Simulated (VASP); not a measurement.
# Ru (P6_3/mmc) in VASP: notebook

Ru is run at these levels: PBEsol; tasks: single point.

Everything below comes from runs of VASP 6.6.1. Logs are shortened: lines on timing, memory, paths and dates and some standing lists are left out, and cuts for length are marked.

## 1. The cell of the first run

Symmetry: P6_3/mmc, No. 194, hexagonal system. Conventional cell: a = 2.761 Å, b = 2.761 Å, c = 4.252 Å, α = 90.00°, β = 90.00°, γ = 120.00°. Ru (site symmetry -6m2) has 12 Ru at 2.66 to 2.76 Å within 3.5 Å.

## 2. Single point, PBEsol

Input file INCAR:

```
SYSTEM = Ru
PREC = Accurate ; ENCUT = 520
EDIFF = 1E-6 ; ISMEAR = 0
SIGMA = 0.15 ; LREAL = .FALSE.
LASPH = .TRUE. ; NELM = 80
ALGO = Fast ; ISIF = 2
LWAVE = .FALSE. ; LCHARG = .FALSE.
GGA = PS ; NBANDS = 21
```

Input file KPOINTS:

```
Automatic mesh
0
G
  18 18 10
  0 0 0
```

Input file POSCAR:

```
Ru
1.0
    2.7614993361      0.0000000000      0.0000000000
   -1.3807496681      2.3915285776      0.0000000000
    0.0000000000      0.0000000000      4.2523798378
Ru
2
Direct
    0.3333333333      0.6666666667      0.2500000000
    0.6666666667      0.3333333333      0.7500000000
```

Potentials or basis: VASP PAW PBE potentials, release 64 (Ru_pv).

The run is started by

```sh
> cat potpaw_PBE.64/Ru_pv/POTCAR > POTCAR
> mpirun -np 1 vasp_std > vasp.out
```

OUTCAR:

```text
SYSTEM = Ru
   PREC = Accurate
   ENCUT = 520
   EDIFF = 1E-6
   ISMEAR = 0
   LREAL = .FALSE.
   LASPH = .TRUE.
   NELM = 80
   ISIF = 2
   GGA = PS

 ion  position               nearest neighbor table
   1  0.333  0.667  0.250-   2 2.66   2 2.66   2 2.66   2 2.66   2 2.66   2 2.66
   2  0.667  0.333  0.750-   1 2.66   1 2.66   1 2.66   1 2.66   1 2.66   1 2.66

  LATTYP: Found a hexagonal cell.
 ALAT       =     2.7614993361
 C/A-ratio  =     1.5398808112

  Lattice vectors:

 A1 = (   2.7614993361,   0.0000000000,   0.0000000000)
 A2 = (  -1.3807496681,   2.3915285776,   0.0000000000)
 A3 = (   0.0000000000,   0.0000000000,   4.2523798378)

Analysis of symmetry for initial positions (statically):
=====================================================================
 Subroutine PRICEL returns:
 Original cell was already a primitive cell.

 Routine SETGRP: Setting up the symmetry group for a
 hexagonal supercell.

 Subroutine GETGRP returns: Found 24 space group operations
 (whereof 12 operations were pure point group operations)
 out of a pool of 24 trial point group operations.

The static configuration has the point symmetry D_3d.
 The point group associated with its full space group is D_6h.

Analysis of symmetry for dynamics (positions and initial velocities):
=====================================================================
 Subroutine PRICEL returns:
 Original cell was already a primitive cell.

 Routine SETGRP: Setting up the symmetry group for a
 hexagonal supercell.

 Subroutine GETGRP returns: Found 24 space group operations
 (whereof 12 operations were pure point group operations)
 out of a pool of 24 trial point group operations.

The dynamic configuration has the point symmetry D_3d.
 The point group associated with its full space group is D_6h.

 Subroutine INISYM returns: Found 24 space group operations
 (whereof 12 operations are pure point group operations),
 and found     1 'primitive' translations

----------------------------------------------------------------------------------------

                                     Primitive cell

  volume of cell :      28.0836

  direct lattice vectors                    reciprocal lattice vectors
     2.761499336  0.000000000  0.000000000     0.362122122  0.209071305  0.000000000
    -1.380749668  2.391528578  0.000000000     0.000000000  0.418142609  0.000000000
     0.000000000  0.000000000  4.252379838     0.000000000  0.000000000  0.235162436

  length of vectors
     2.761499336  2.761499336  4.252379838     0.418142609  0.418142609  0.235162436

  position of ions in fractional coordinates (direct lattice)
     0.333333333  0.666666667  0.250000000
     0.666666667  0.333333333  0.750000000

  ion indices of the primitive-cell ions
   primitive index   ion index
                 1           1
                 2           2

----------------------------------------------------------------------------------------

 KPOINTS: Automatic mesh

Automatic generation of k-mesh.
 Grid dimensions read from file:
 generate k-points for:   18   18   10

 Generating k-lattice:

  Cartesian coordinates                     Fractional coordinates (reciprocal lattice)
     0.020117896  0.011615072  0.000000000     0.055555556  0.000000000  0.000000000
     0.000000000  0.023230145  0.000000000     0.000000000  0.055555556  0.000000000
     0.000000000  0.000000000  0.023516244     0.000000000  0.000000000  0.100000000

  Length of vectors
     0.023230145  0.023230145  0.023516244

  Shift w.r.t. Gamma in fractional coordinates (k-lattice)
     0.000000000  0.000000000  0.000000000

 Subroutine IBZKPT returns following result:
 ===========================================

 Found    222 irreducible k-points:

 Following reciprocal coordinates:
            Coordinates               Weight
  0.000000  0.000000  0.000000      1.000000
  0.055556 -0.000000  0.000000      6.000000
  0.111111 -0.000000  0.000000      6.000000
  0.166667  0.000000  0.000000      6.000000
  0.222222 -0.000000  0.000000      6.000000
  0.277778  0.000000  0.000000      6.000000
[... 16 lines left out ...]
  0.333333  0.111111  0.000000     12.000000
  0.388889  0.111111  0.000000     12.000000
 [... further k-points ...]
   k-points           NKPTS =    222   k-points in BZ     NKDIM =    222   number of bands    NBANDS=     21
   number of dos      NEDOS =    301   number of ions     NIONS =      2
   total plane-waves  NPLWV =  18432
   dimension x,y,z NGX =    24 NGY =   24 NGZ =   32
   dimension x,y,z NGXF=    48 NGYF=   48 NGZF=   64
   ions per type =               2
   NGX,Y,Z   is equivalent  to a cutoff of  14.45, 14.45, 12.51 a.u.
   NGXF,Y,Z  is equivalent  to a cutoff of  28.90, 28.90, 25.02 a.u.
 SYSTEM =  Ru
   PREC   = accura    normal or accurate (medium, high low for compatibility)
   ISTART =      0    job   : 0-new  1-cont  2-samecut
   ICHARG =      2    charge: 1-file 2-atom 10-const
   ISPIN  =      1    spin polarized calculation?
   LNONCOLLINEAR =      F non collinear calculations
   LSORBIT =      F    spin-orbit coupling
   LASPH  =      T    aspherical Exc in radial PAW
   ENCUT  =  520.0 eV  38.22 Ry    6.18 a.u.   5.13  5.13  7.91*2*pi/ulx,y,z
   NELM   =     80;   NELMIN=  2; NELMDL= -5     # of ELM steps
   EDIFF  = 0.1E-05   stopping-criterion for ELM
   LREAL  =      F    real-space projection
   EDIFFG = 0.1E-04   stopping-criterion for IOM
   NSW    =      0    number of steps for IOM
   IBRION =     -1    ionic relax: 0-MD 1-quasi-New 2-CG
   NFREE  =      0    steps in history (QN), initial steepest desc. (CG)
   ISIF   =      2    stress and relaxation
   ISYM   =      2    0-nonsym 1-usesym 2-fastsym
   POTIM  = 0.5000    time-step for ionic-motion
   TEBEG  =    0.0;   TEEND  =   0.0 temperature during run
   PSTRESS=    0.0 pullay stress
   NELECT =      28.0000    total number of electrons
   NUPDOWN=      -1.0000    fix difference up-down
   EMIN   =  10.00;   EMAX   =-10.00  energy-range for DOS
   EFERMI =   0.00;   METHOD = LEGACY
   ISMEAR =     0;   SIGMA  =   0.15  broadening in eV -4-tet -1-fermi 0-gaus
   EFERMI_NEDOS =   21; number of points for ismear=-14 and -15
   IALGO  =     68    algorithm
   IMIX   =      4    mixing-type and parameters
     AMIX     =   0.40;   BMIX     =  1.00
     AMIX_MAG =   1.60;   BMIX_MAG =  1.00
  volume/ion in A,a.u.               =      14.04        94.76
  Fermi-wavevector in a.u.,A,eV,Ry     =   1.635473  3.090595 36.392471  2.674771
  Thomas-Fermi vector in A             =   2.726940
   LORBIT       =      0    0 simple, 1 ext, 2 COOP (PROOUT), +10 PAW based schemes
   GGA     = PS    functional components
   LHFCALC =     F    Hartree Fock is set to
   AEXX    =    0.0000 exact exchange contribution
   IVDW    =     0    specifies the selected vdW correction
   LEPSILON=     F    determine dielectric tensor
   LRPA    =     F    only Hartree local field effects (RPA)
 non-spin polarized calculation
 RMM-DIIS sequential band-by-band and
 Gauss-broadening in eV      SIGMA  =   0.15
  energy-cutoff  :      520.00
  volume of cell :       28.08
 maximum number of plane-waves:       772
 NGX is ok and might be reduce to    24
   NGX = 11   NGY = 11   NGZ = 15

 number of electron      27.9999998 magnetization

 Free energy of the ion-electron system (eV)
  ---------------------------------------------------
  ext. energy  EPLUGINS =         0.00000000
  ---------------------------------------------------
  free energy    TOTEN  =       -20.26184067 eV

  energy without entropy =      -20.24087221  energy(sigma->0) =      -20.25135644

 E-fermi :  12.1037     XC(G=0): -14.0705

 val. band max:       12.0976679941   @ k =   0.1667   0.0556   0.3000
 cond. band min:      12.1055101738   @ k =   0.2778   0.1667   0.2000
 fundamental gap:      0.0078421797
 Fermi energy:        12.1036710162

 k-point     1 :       0.0000    0.0000    0.0000
  band No.  band energies     occupation
      1     -31.4187      2.00000
      2     -30.5728      2.00000
      3     -30.5728      2.00000
      4     -30.3954      2.00000
      5     -30.3954      2.00000
      6     -30.3294      2.00000
[... 13 lines left out ...]
     20      22.4224      0.00000
     21      22.4979      0.00000

 k-point     2 :       0.0556   -0.0000    0.0000
  band No.  band energies     occupation
      1     -31.4091      2.00000
      2     -30.5912      2.00000
      3     -30.5795      2.00000
      4     -30.4148      2.00000
      5     -30.3976      2.00000
      6     -30.3345      2.00000
[... 13 lines left out ...]
     20      22.4222      0.00000
     21      22.4930      0.00000

 k-point     3 :       0.1111   -0.0000    0.0000
  band No.  band energies     occupation
      1     -31.3808      2.00000
      2     -30.6439      2.00000
      3     -30.5983      2.00000
      4     -30.4703      2.00000
      5     -30.4042      2.00000
      6     -30.3499      2.00000
[... 13 lines left out ...]
     20      22.4220      0.00000
     21      22.4799      0.00000

 k-point     4 :       0.1667    0.0000    0.0000
  band No.  band energies     occupation
      1     -31.3356      2.00000
      2     -30.7250      2.00000
      3     -30.6263      2.00000
      4     -30.5538      2.00000
      5     -30.4150      2.00000
      6     -30.3753      2.00000
[... 13 lines left out ...]
     20      22.4219      0.00000
     21      22.4638      0.00000

 k-point     5 :       0.2222   -0.0000    0.0000
  band No.  band energies     occupation
      1     -31.2761      2.00000
      2     -30.8247      2.00000
      3     -30.6596      2.00000
      4     -30.6539      2.00000
      5     -30.4291      2.00000
      6     -30.4104      2.00000
[... 13 lines left out ...]
     20      22.4220      0.00000
     21      22.4507      0.00000

 k-point     6 :       0.2778    0.0000    0.0000
  band No.  band energies     occupation
      1     -31.2061      2.00000
      2     -30.9311      2.00000
      3     -30.7578      2.00000
      4     -30.6941      2.00000
      5     -30.4543      2.00000
      6     -30.4449      2.00000
[... 13 lines left out ...]
     20      22.4344      0.00000
     21      24.7535      0.00000

 k-point     7 :       0.3333    0.0000    0.0000
  band No.  band energies     occupation
      1     -31.1309      2.00000
      2     -31.0312      2.00000
      3     -30.8530      2.00000
      4     -30.7258      2.00000
      5     -30.5050      2.00000
      6     -30.4603      2.00000
[... 13 lines left out ...]
     20      22.4194      0.00000
     21      23.0446      0.00000
[... 291 lines left out ...]
      1     -31.2514      2.00000
      2     -30.8293      2.00000
      3     -30.7635      2.00000
      4     -30.6124      2.00000
      5     -30.4589      2.00000
      6     -30.4255      2.00000
[... 13 lines left out ...]
     20      22.4219      0.00000
     21      22.4498      0.00000

 k-point    21 :       0.2222    0.1111    0.0000
  band No.  band energies     occupation
      1     -31.1830      2.00000
      2     -30.9253      2.00000
      3     -30.8317      2.00000
      4     -30.6699      2.00000
      5     -30.4819      2.00000
      6     -30.4694      2.00000
[... 13 lines left out ...]
     20      22.4342      0.00000
     21      24.6856      0.00000

 k-point    22 :       0.2778    0.1111    0.0000
  band No.  band energies     occupation
      1     -31.1091      2.00000
      2     -31.0195      2.00000
      3     -30.8899      2.00000
      4     -30.7251      2.00000
      5     -30.5202      2.00000
      6     -30.5024      2.00000
[... 13 lines left out ...]
     20      22.9454      0.00000
     21      25.2269      0.00000

 k-point    23 :       0.3333    0.1111    0.0000
  band No.  band energies     occupation
      1     -31.0969      2.00000
      2     -31.0366      2.00000
      3     -30.9359      2.00000
      4     -30.7699      2.00000
      5     -30.5739      2.00000
      6     -30.5188      2.00000
[... 13 lines left out ...]
     20      23.1093      0.00000
     21      24.2519      0.00000

 k-point    24 :       0.3889    0.1111    0.0000
  band No.  band energies     occupation
      1     -31.1474      2.00000
      2     -30.9776      2.00000
      3     -30.9658      2.00000
      4     -30.7989      2.00000
      5     -30.6205      2.00000
      6     -30.5295      2.00000
[... 13 lines left out ...]
     20      23.5572      0.00000
     21      24.0646      0.00000

 [... further k-points ...]

------------------------ aborting loop because EDIFF is reached ----------------------------------------

  FORCE on cell =-STRESS in cart. coord.  units (eV):
  Direction    XX          YY          ZZ          XY          YZ          ZX
  --------------------------------------------------------------------------------------
  -------------------------------------------------------------------------------------
  Total       -3.2963897     -3.2963897     -1.6808574      0.0000000     -0.0000000      0.0000000
  in kB     -188.0600585   -188.0600585    -95.8934382      0.0000000     -0.0000000      0.0000000
  external PRESSURE =    -157.3378517 kB  Pullay stress =       0.0000000 kB

 VOLUME and BASIS-vectors are now :
 -----------------------------------------------------------------------------
  energy-cutoff  :      520.00
  volume of cell :       28.08
      direct lattice vectors                 reciprocal lattice vectors
     2.761499336  0.000000000  0.000000000     0.362122122  0.209071305  0.000000000
    -1.380749668  2.391528578  0.000000000     0.000000000  0.418142609  0.000000000
     0.000000000  0.000000000  4.252379838     0.000000000  0.000000000  0.235162436

 POSITION                                       TOTAL-FORCE (eV/Angst)
 -----------------------------------------------------------------------------------
     -0.00000      1.59435      1.06309         0.000000     -0.000000      0.000000
      1.38075      0.79718      3.18928         0.000000      0.000000      0.000000
 -----------------------------------------------------------------------------------
    total drift:                               -0.000000      0.000000     -0.000000

  FREE ENERGIE OF THE ION-ELECTRON SYSTEM (eV)
  ---------------------------------------------------
  free  energy   TOTEN  =       -20.2618406651 eV

  energy  without entropy=      -20.2408722055  energy(sigma->0) =      -20.25135644
```

Run time: 35 s. Hardware: 1 thread of Intel Xeon 6975P-C (Granite Rapids), shared host; peak memory 0.22 GiB.

What came out:

* Free energy: -20.2618 eV
* Pressure: -15.7 GPa
* Band gap on the k mesh: zero (band 14 reaches 13.49 eV, above the bottom of band 15 at 10.51 eV)

Stress tensor (GPa, compression positive):
```
-18.81   0.00   0.00
  0.00 -18.81   0.00
  0.00   0.00  -9.59
```

Caveat: the PAW data sets were made with another functional, which shifts forces and pressure a little.

## 3. Single point, PBEsol

This run uses another cell than the first one, of 14.41 Å³/atom, 1.026 times its volume.

Input file INCAR:

```
SYSTEM = Ru
  PREC = Accurate
  ENCUT = 520
  EDIFF = 1E-6
  ISMEAR = 0
  SIGMA = 0.15
  LREAL = .FALSE.
  LASPH = .TRUE.
  NELM = 80
  ALGO = Fast
  ISIF = 2
  LWAVE = .FALSE.
  LCHARG = .TRUE.
  GGA = PS
  LELF = .TRUE.
  LVHAR = .TRUE.
  NBANDS = 21
```

Input file KPOINTS:

```
regular mesh
0
G
  18 18 10
  0 0 0
```

Input file POSCAR:

```
Ru
1.0
    2.7972721434      0.0000000000      0.0000000000
   -1.3986360717      2.4225087375      0.0000000000
    0.0000000000      0.0000000000      4.2523798378
Ru
2
Direct
    0.3333333333      0.6666666667      0.2500000000
    0.6666666667      0.3333333333      0.7500000000
```

Potentials or basis: VASP PAW PBE potentials, release 64 (Ru_pv).

The run is started by

```sh
> cat potpaw_PBE.64/Ru_pv/POTCAR > POTCAR
> mpirun -np 1 vasp_std > vasp.out
```

It took 37 s on 1 thread of Intel Xeon 6975P-C (Granite Rapids), shared host; peak memory 0.22 GiB.

It converged, with:

* Free energy: -20.1599 eV
* Pressure: -21.8 GPa
* Band gap on the k mesh: zero (band 14 reaches 12.97 eV, above the bottom of band 15 at 10.03 eV)

Stress tensor (GPa, compression positive):
```
-25.90   0.00   0.00
  0.00 -25.90   0.00
  0.00   0.00 -13.47
```

Levels at points of the mesh, in eV from the Fermi level:
```
           k point  band 10  band 11  band 12  band 13  band 14  band 15  band 16  band 17  band 18  band 19
(0.00, 0.00, 0.00)    -2.43    -1.89    -1.72    -1.72    -1.57    -1.57     1.08     1.08     1.62    10.06
(0.50, 0.00, 0.00)    -3.04    -1.86    -1.72    -1.22     1.06     1.53     1.89     3.63     5.52    10.56
(0.00, 0.00, 0.50)    -2.69    -2.69    -2.69    -2.36    -2.36     0.52     0.52     0.52     0.52    10.35
(0.50, 0.00, 0.50)    -4.04    -1.12    -1.12     0.36     0.36     1.36     1.36     3.10     3.10     9.73
```

Caveat: the PAW data sets were made with another functional, which shifts forces and pressure a little.
